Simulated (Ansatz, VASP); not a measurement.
Ta: VASP beside Ansatz

```
CELL_PARAMETERS angstrom
-1.65336 1.65336 1.65336
1.65336 -1.65336 1.65336
1.65336 1.65336 -1.65336
ATOMIC_POSITIONS crystal
Ta 0.00000 0.00000 0.00000
```

Alike in both runs: task single point; functional r2SCAN; k mesh 13 × 13 × 13; no spin polarisation.

|  | VASP | Ansatz |
| --- | --- | --- |
| version | VASP 6.6.1 | Ansatz 0.2.0 |
| potentials or method | VASP PAW PBE potentials, release 64 (Ta_pv), cutoff 520 eV | plane waves (500 eV) with PAW, scalar-relativistic |
| occupations | methfessel-paxton of order 1, width 0.6 eV | cold, width 0.6 eV |
| valence electrons in the cell | 11 | 13 |

VASP gave:

```
pressure (GPa) : 0.3
```

Task: Estimate Ansatz's values.

Result: Pressure (GPa): -0.6.

VASP's potentials were made for PBE, not for r2SCAN. VASP's potentials hold 11 valence electrons a cell and Ansatz's 13, so a difference there can come from the potentials and not from the codes.

Neither program's run includes spin-orbit coupling.
